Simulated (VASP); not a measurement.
TiAl:

```
Ti Al
1.0
     3.17906    0.00000    0.00000
     0.00000    3.17906    0.00000
     0.00000    0.00000    3.17906
Ti Al
1 1
Direct
  0.00000 0.00000 0.00000
  0.50000 0.50000 0.50000
```

| Quantity | Value |
| --- | --- |
| Program | VASP 6.6.1 |
| Task | relaxation of cell and atoms |
| Functional | PBEsol-based screened hybrid with 25 % exact exchange |
| Potentials or basis | VASP PAW PBE potentials, release 64 (Ti_sv, Al) |
| Cutoff | 600 eV |
| k mesh | 4 × 4 × 4 |
| Occupations | fermi-dirac, width 0.05 eV |
| Spin | no spin polarisation |

At the start: pressure -3.3 GPa; volume 16.06 Å³/atom.

Question: How do energy, volume and symmetry change on relaxing?

Answer: Over 3 steps the energy falls by 5.0 meV/atom and the volume is 15.60 Å³/atom (-2.9 %); space group Pm-3m (No. 221, to 0.1 Å) before and after.

The path:
| step | energy change (eV) | largest force (eV/Å) | pressure (GPa) | volume (Å³) |
| --- | --- | --- | --- | --- |
| 1 | 0.0000 | 0.0000 | -3.30 | 32.13 |
| 2 | -0.0056 | 0.0000 | 2.41 | 30.62 |
| 3 | -0.0099 | 0.0000 | 0.06 | 31.20 |

Final structure:
```yaml
crystal:
  lattice:
    - [3.14808, 0.00000, 0.00000]
    - [0.00000, 3.14808, 0.00000]
    - [0.00000, 0.00000, 3.14808]
  atoms:
    - { symbol: Ti, position: [0.00000, 0.00000, 0.00000] }
    - { symbol: Al, position: [0.50000, 0.50000, 0.50000] }
```

Caveat: the k points lie up to 0.50 Å⁻¹ apart in the final cell, too coarse for converged energies and pressures of a metal; the PAW data sets were made with another functional, which shifts forces and pressure a little.
